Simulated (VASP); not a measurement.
# GdN (F-43m) in VASP: a series of runs

Runs on GdN. Level: PBEsol. Tasks: single point.

Program: VASP 6.6.1. These are calculated values, not measurements. Logs are shortened: lines on timing, memory, paths and dates and some standing lists are left out, and cuts for length are marked.

## (1) The cell of the first run

Symmetry: F-43m, No. 216, cubic system. Conventional cell: a = 5.323 Å, b = 5.323 Å, c = 5.323 Å, α = 90.00°, β = 90.00°, γ = 90.00°. Within 3.0 Å of Gd (site symmetry -43m) lie 4 N at 2.31 Å. N (site symmetry -43m) has 4 Gd at 2.31 Å within 3.0 Å.

## (2) Single point, PBEsol, collinear spin, ferromagnetic start (18.86 Å³/atom)

Input file INCAR:

```
SYSTEM = GdN
  PREC = Accurate
  ENCUT = 520
  EDIFF = 1E-6
  ISMEAR = 0
  SIGMA = 0.05
  LREAL = .False.
  LASPH = .True.
  NELM = 150
  ALGO = Normal
  ISIF = 2
  LWAVE = .False.
  LCHARG = .False.
  ISPIN = 2
  MAGMOM = 7.49 0
  LORBIT = 11
  LMAXMIX = 6
  GGA = PS
  NBANDS = 22
```

Input file KPOINTS:

```
regular mesh
0
Gamma
  10 10 10
  0 0 0
```

Input file POSCAR:

```
GdN
1.0
    0.0000000000      2.6617317976      2.6617317976
    2.6617317976      0.0000000000      2.6617317976
    2.6617317976      2.6617317976      0.0000000000
Gd N
1 1
Direct
    0.0000000000      0.0000000000      0.0000000000
    0.2500000000      0.2500000000      0.2500000000
```

Potentials or basis: VASP PAW PBE potentials, release 64 (Gd, N).

Run with:

```console
cat potpaw_PBE.64/Gd/POTCAR potpaw_PBE.64/N/POTCAR > POTCAR
mpirun -np 1 vasp_std > vasp.out
```

OUTCAR:

```text
SYSTEM = GdN
   PREC = Accurate
   ENCUT = 520
   EDIFF = 1E-6
   ISMEAR = 0
   LREAL = .False.
   LASPH = .True.
   NELM = 150
   ISIF = 2
   ISPIN = 2
   LORBIT = 11
   GGA = PS

 ion  position               nearest neighbor table
   1  0.000  0.000  0.000-   2 2.31   2 2.31   2 2.31   2 2.31
   2  0.250  0.250  0.250-   1 2.31   1 2.31   1 2.31   1 2.31

  LATTYP: Found a face centered cubic cell.
 ALAT       =     5.3234635952

  Lattice vectors:

 A1 = (   0.0000000000,   2.6617317976,   2.6617317976)
 A2 = (   2.6617317976,   0.0000000000,   2.6617317976)
 A3 = (   2.6617317976,   2.6617317976,   0.0000000000)

Analysis of symmetry for initial positions (statically):
=====================================================================
 Subroutine PRICEL returns:
 Original cell was already a primitive cell.

 Routine SETGRP: Setting up the symmetry group for a
 face centered cubic supercell.

 Subroutine GETGRP returns: Found 24 space group operations
 (whereof 24 operations were pure point group operations)
 out of a pool of 48 trial point group operations.

The static configuration has the point symmetry T_d .

Analysis of symmetry for dynamics (positions and initial velocities):
=====================================================================
 Subroutine PRICEL returns:
 Original cell was already a primitive cell.

 Routine SETGRP: Setting up the symmetry group for a
 face centered cubic supercell.

 Subroutine GETGRP returns: Found 24 space group operations
 (whereof 24 operations were pure point group operations)
 out of a pool of 48 trial point group operations.

The dynamic configuration has the point symmetry T_d .

Analysis of structural, dynamic, and magnetic symmetry:
=====================================================================
 Subroutine PRICEL returns:
 Original cell was already a primitive cell.

 Routine SETGRP: Setting up the symmetry group for a
 face centered cubic supercell.

 Subroutine GETGRP returns: Found 24 space group operations
 (whereof 24 operations were pure point group operations)
 out of a pool of 48 trial point group operations.

The overall configuration has the point symmetry T_d .

 Subroutine INISYM returns: Found 24 space group operations
 (whereof 24 operations are pure point group operations),
 and found     1 'primitive' translations

----------------------------------------------------------------------------------------

                                     Primitive cell

  volume of cell :      37.7158

  direct lattice vectors                    reciprocal lattice vectors
     0.000000000  2.661731798  2.661731798    -0.187847626  0.187847626  0.187847626
     2.661731798  0.000000000  2.661731798     0.187847626 -0.187847626  0.187847626
     2.661731798  2.661731798  0.000000000     0.187847626  0.187847626 -0.187847626

  length of vectors
     3.764257208  3.764257208  3.764257208     0.325361633  0.325361633  0.325361633

  position of ions in fractional coordinates (direct lattice)
     0.000000000  0.000000000  0.000000000
     0.250000000  0.250000000  0.250000000

  ion indices of the primitive-cell ions
   primitive index   ion index
                 1           1
                 2           2

----------------------------------------------------------------------------------------

 KPOINTS: regular mesh

Automatic generation of k-mesh.
 Grid dimensions read from file:
 generate k-points for:   10   10   10

 Generating k-lattice:

  Cartesian coordinates                     Fractional coordinates (reciprocal lattice)
    -0.018784763  0.018784763  0.018784763     0.100000000  0.000000000  0.000000000
     0.018784763 -0.018784763  0.018784763     0.000000000  0.100000000  0.000000000
     0.018784763  0.018784763 -0.018784763     0.000000000  0.000000000  0.100000000

  Length of vectors
     0.032536163  0.032536163  0.032536163

  Shift w.r.t. Gamma in fractional coordinates (k-lattice)
     0.000000000  0.000000000  0.000000000

 Subroutine IBZKPT returns following result:
 ===========================================

 Found     47 irreducible k-points:

 Following reciprocal coordinates:
            Coordinates               Weight
  0.000000  0.000000  0.000000      1.000000
  0.100000  0.000000  0.000000      8.000000
  0.200000  0.000000  0.000000      8.000000
  0.300000  0.000000  0.000000      8.000000
  0.400000  0.000000  0.000000      8.000000
  0.500000  0.000000  0.000000      4.000000
[... 16 lines left out ...]
  0.300000  0.300000  0.000000      6.000000
  0.400000  0.300000  0.000000     24.000000
 [... further k-points ...]
   k-points           NKPTS =     47   k-points in BZ     NKDIM =     47   number of bands    NBANDS=     22
   number of dos      NEDOS =    301   number of ions     NIONS =      2
   total plane-waves  NPLWV =  21952
   dimension x,y,z NGX =    28 NGY =   28 NGZ =   28
   dimension x,y,z NGXF=    56 NGYF=   56 NGZF=   56
   ions per type =               1   1
   NGX,Y,Z   is equivalent  to a cutoff of  12.37, 12.37, 12.37 a.u.
   NGXF,Y,Z  is equivalent  to a cutoff of  24.73, 24.73, 24.73 a.u.
 SYSTEM =  GdN
   PREC   = accura    normal or accurate (medium, high low for compatibility)
   ISTART =      0    job   : 0-new  1-cont  2-samecut
   ICHARG =      2    charge: 1-file 2-atom 10-const
   ISPIN  =      2    spin polarized calculation?
   LNONCOLLINEAR =      F non collinear calculations
   LSORBIT =      F    spin-orbit coupling
   LASPH  =      T    aspherical Exc in radial PAW
   ENCUT  =  520.0 eV  38.22 Ry    6.18 a.u.   7.00  7.00  7.00*2*pi/ulx,y,z
   NELM   =    150;   NELMIN=  2; NELMDL= -5     # of ELM steps
   EDIFF  = 0.1E-05   stopping-criterion for ELM
   LREAL  =      F    real-space projection
   EDIFFG = 0.1E-04   stopping-criterion for IOM
   NSW    =      0    number of steps for IOM
   IBRION =     -1    ionic relax: 0-MD 1-quasi-New 2-CG
   NFREE  =      0    steps in history (QN), initial steepest desc. (CG)
   ISIF   =      2    stress and relaxation
   ISYM   =      2    0-nonsym 1-usesym 2-fastsym
   POTIM  = 0.5000    time-step for ionic-motion
   TEBEG  =    0.0;   TEEND  =   0.0 temperature during run
   PSTRESS=    0.0 pullay stress
   NELECT =      23.0000    total number of electrons
   NUPDOWN=      -1.0000    fix difference up-down
   EMIN   =  10.00;   EMAX   =-10.00  energy-range for DOS
   EFERMI =   0.00;   METHOD = LEGACY
   ISMEAR =     0;   SIGMA  =   0.05  broadening in eV -4-tet -1-fermi 0-gaus
   EFERMI_NEDOS =   21; number of points for ismear=-14 and -15
   IALGO  =     38    algorithm
   IMIX   =      4    mixing-type and parameters
     AMIX     =   0.40;   BMIX     =  1.00
     AMIX_MAG =   1.60;   BMIX_MAG =  1.00
  volume/ion in A,a.u.               =      18.86       127.26
  Fermi-wavevector in a.u.,A,eV,Ry     =   1.388278  2.623465 26.222729  1.927316
  Thomas-Fermi vector in A             =   2.512419
   LORBIT       =     11    0 simple, 1 ext, 2 COOP (PROOUT), +10 PAW based schemes
   GGA     = PS    functional components
   LHFCALC =     F    Hartree Fock is set to
   AEXX    =    0.0000 exact exchange contribution
   IVDW    =     0    specifies the selected vdW correction
   LEPSILON=     F    determine dielectric tensor
   LRPA    =     F    only Hartree local field effects (RPA)
 spin polarized calculation
 Gauss-broadening in eV      SIGMA  =   0.05
  energy-cutoff  :      520.00
  volume of cell :       37.72
 maximum number of plane-waves:      1031
   NGX = 13   NGY = 13   NGZ = 13

 number of electron      22.9999997 magnetization       7.0001877

 Free energy of the ion-electron system (eV)
  ---------------------------------------------------
  ext. energy  EPLUGINS =         0.00000000
  ---------------------------------------------------
  free energy    TOTEN  =       -23.56561718 eV

  energy without entropy =      -23.56561718  energy(sigma->0) =      -23.56561718

 E-fermi :   2.2012     XC(G=0): -10.5067

 val. band max:        1.9600531989   @ k =   0.5000   0.5000   0.0000
 cond. band min:       3.0677696691   @ k =   0.0000   0.0000   0.0000
 fundamental gap:      1.1077164702
 Fermi energy:         2.2011649645

 spin component 1

 k-point     1 :       0.0000    0.0000    0.0000
  band No.  band energies     occupation
      1     -41.1306      1.00000
      2     -18.3534      1.00000
      3     -18.3534      1.00000
      4     -18.3534      1.00000
      5     -10.1222      1.00000
      6      -0.9813      1.00000
[... 14 lines left out ...]
     21      10.3589      0.00000
     22      16.2415      0.00000
[... 552 lines left out ...]
  band No.  band energies     occupation
      1     -41.0831      1.00000
      2     -18.9812      1.00000
      3     -18.5544      1.00000
      4     -18.5310      1.00000
      5      -9.1563      1.00000
      6      -1.2475      1.00000
[... 14 lines left out ...]
     21      10.7798      0.00000
     22      14.4190      0.00000

 [... further k-points ...]

 spin component 2

 k-point     1 :       0.0000    0.0000    0.0000
  band No.  band energies     occupation
      1     -38.0495      1.00000
      2     -16.1398      1.00000
      3     -16.1398      1.00000
      4     -16.1398      1.00000
      5     -10.0756      1.00000
      6       0.1081      1.00000
[... 14 lines left out ...]
     21      11.1557      0.00000
     22      16.6259      0.00000
[... 552 lines left out ...]
  band No.  band energies     occupation
      1     -37.9854      1.00000
      2     -17.0310      1.00000
      3     -16.4018      1.00000
      4     -16.3704      1.00000
      5      -8.9196      1.00000
      6      -0.6994      1.00000
[... 14 lines left out ...]
     21      11.7137      0.00000
     22      15.0835      0.00000

 [... further k-points ...]
[... 5 lines left out ...]
  --------------------------------------------------------------------------------------
  -------------------------------------------------------------------------------------
  Total       -0.6697557     -0.6697557     -0.6697557      0.0000000      0.0000000     -0.0000000
  in kB      -28.4514300    -28.4514300    -28.4514300      0.0000000      0.0000000     -0.0000000
  external PRESSURE =     -28.4514300 kB  Pullay stress =       0.0000000 kB

 VOLUME and BASIS-vectors are now :
 -----------------------------------------------------------------------------
  energy-cutoff  :      520.00
  volume of cell :       37.72
      direct lattice vectors                 reciprocal lattice vectors
     0.000000000  2.661731798  2.661731798    -0.187847626  0.187847626  0.187847626
     2.661731798  0.000000000  2.661731798     0.187847626 -0.187847626  0.187847626
     2.661731798  2.661731798  0.000000000     0.187847626  0.187847626 -0.187847626

 POSITION                                       TOTAL-FORCE (eV/Angst)
 -----------------------------------------------------------------------------------
      0.00000      0.00000      0.00000        -0.000000      0.000000     -0.000000
      1.33087      1.33087      1.33087         0.000000      0.000000      0.000000
 -----------------------------------------------------------------------------------
    total drift:                                0.000000      0.000000     -0.000000

  FREE ENERGIE OF THE ION-ELECTRON SYSTEM (eV)
  ---------------------------------------------------
  free  energy   TOTEN  =       -23.5656171785 eV

  energy  without entropy=      -23.5656171785  energy(sigma->0) =      -23.56561718

 total charge

# of ion       s       p       d       f       tot
--------------------------------------------------
    1        2.044   5.615   0.602   7.001  15.262
    2        1.254   2.398   0.000   0.000   3.653
--------------------------------------------------
tot          3.298   8.013   0.602   7.001  18.915

 magnetization (x)

# of ion       s       p       d       f       tot
--------------------------------------------------
    1        0.001  -0.071   0.067   6.797   6.794
    2       -0.007  -0.049   0.000   0.000  -0.057
--------------------------------------------------
tot         -0.006  -0.120   0.067   6.797   6.737
```

Wall time 4 min (1 thread of Intel Xeon 6975P-C (Granite Rapids), shared host); peak memory 0.22 GiB.

What came out:

* Free energy: -23.5656 eV
* Pressure: -2.8 GPa
* Band gap on the k mesh: 1.11 eV (least direct gap 1.79 eV)
* Net moment: 7.00 μB per cell
* Site moments: Gd +6.79; N -0.06 μB
* Valence electrons inside the program's atomic spheres: Gd 15.26; N 3.65

Levels at points of the mesh, in eV from the valence-band top:
Spin up:
```
           k point  band 11  band 12  band 13  band 14  band 15  band 16  band 17  band 18  band 19  band 20
(0.00, 0.00, 0.00)    -2.60    -2.60    -1.69    -1.69    -1.69     1.74     5.00     5.00     8.40     8.40
(0.50, 0.00, 0.00)    -2.64    -2.59    -1.58    -1.22    -1.22     3.94     5.38     5.38     6.33     7.64
(0.50, 0.50, 0.00)    -2.65    -2.62    -2.35     0.00     0.00     1.87     4.77     6.72     7.29     7.29
```
Spin down:
```
           k point  band 4  band 5  band 6  band 7  band 8  band 9  band 10  band 11  band 12  band 13
(0.00, 0.00, 0.00)  -18.10  -12.04   -1.85   -1.85   -1.85    1.11     2.58     2.58     2.58     2.72
(0.50, 0.00, 0.00)  -18.22  -11.04   -1.36   -1.31   -1.31    2.21     2.47     2.55     2.55     2.69
(0.50, 0.50, 0.00)  -18.40  -10.69   -2.83   -0.19   -0.19    2.27     2.49     2.51     2.61     2.61
```

Caveat: the PAW data sets were made with another functional, which shifts forces and pressure a little; spin-orbit coupling is left out, which moves the levels of the heavy elements; a cell with one magnetic atom can't hold antiferromagnetic order, which such compounds often take; semilocal functionals describe open f shells poorly, which spoils levels, moments and volumes. A k mesh can miss the band edges.

## (3) Single point, PBEsol, collinear spin, ferromagnetic start (19.06 Å³/atom)

This run uses another cell than the first one, of 19.06 Å³/atom.

Input file INCAR:

```
  ALGO = Normal
  EDIFF = 1E-6
  ENCUT = 520
  GGA = PS
  ISIF = 2
  ISMEAR = 0
  ISPIN = 2
  LASPH = T
  LCHARG = F
  LMAXMIX = 6
  LORBIT = 11
  LREAL = F
  LWAVE = F
  MAGMOM = 7.46 0
  NBANDS = 22
  NELM = 150
  PREC = Accurate
  SIGMA = 0.05
```

Input file KPOINTS:

```
k-points
0
Gamma
  10 10 10
```

Input file POSCAR:

```
GdN
1.0
    0.0000000000      2.6712646776      2.6712646776
    2.6712646776      0.0000000000      2.6712646776
    2.6712646776      2.6712646776      0.0000000000
Gd N
1 1
Direct
    0.0000000000      0.0000000000      0.0000000000
    0.2500000000      0.2500000000      0.2500000000
```

Potentials or basis: VASP PAW PBE potentials, release 64 (Gd, N).

Run with:

```console
cat potpaw_PBE.64/Gd/POTCAR potpaw_PBE.64/N/POTCAR > POTCAR
mpirun -np 1 vasp_std > vasp.out
```

It took 3.9 min on 1 thread of Intel Xeon 6975P-C (Granite Rapids), shared host; peak memory 0.22 GiB.

The run converged. Its results:

| Property | Result |
| --- | --- |
| Free energy | -23.5572 eV |
| Pressure | -3.9 GPa |
| Band gap on the k mesh | 1.10 eV (least direct gap 1.78 eV) |
| Net moment | 7.00 μB per cell |
| Site moments | Gd +6.79; N -0.06 μB |
| Valence electrons inside the program's atomic spheres | Gd 15.25; N 3.65 |

Levels at points of the mesh, in eV from the valence-band top:
Spin up:
| k point | band 11 | band 12 | band 13 | band 14 | band 15 | band 16 | band 17 | band 18 | band 19 | band 20 |
| --- | --- | --- | --- | --- | --- | --- | --- | --- | --- | --- |
| (0.00, 0.00, 0.00) | -2.62 | -2.62 | -1.67 | -1.67 | -1.67 | 1.71 | 4.97 | 4.97 | 8.34 | 8.34 |
| (0.50, 0.00, 0.00) | -2.66 | -2.62 | -1.58 | -1.20 | -1.20 | 3.92 | 5.35 | 5.35 | 6.29 | 7.58 |
| (0.50, 0.50, 0.00) | -2.67 | -2.64 | -2.36 | 0.00 | 0.00 | 1.87 | 4.75 | 6.67 | 7.24 | 7.24 |
Spin down:
```csv
k point,band 5,band 6,band 7,band 8,band 9,band 10,band 11,band 12
"(0.00, 0.00, 0.00)",-12.00,-1.81,-1.81,-1.81,1.10,2.55,2.55,2.55
"(0.50, 0.00, 0.00)",-11.03,-1.35,-1.28,-1.28,2.20,2.45,2.53,2.53
"(0.50, 0.50, 0.00)",-10.69,-2.78,-0.18,-0.18,2.26,2.47,2.49,2.58
```

Caveat: the cell stands under tension; the PAW data sets were made with another functional, which shifts forces and pressure a little; spin-orbit coupling is left out, which moves the levels of the heavy elements; a cell with one magnetic atom can't hold antiferromagnetic order, which such compounds often take; semilocal functionals describe open f shells poorly, which spoils levels, moments and volumes.
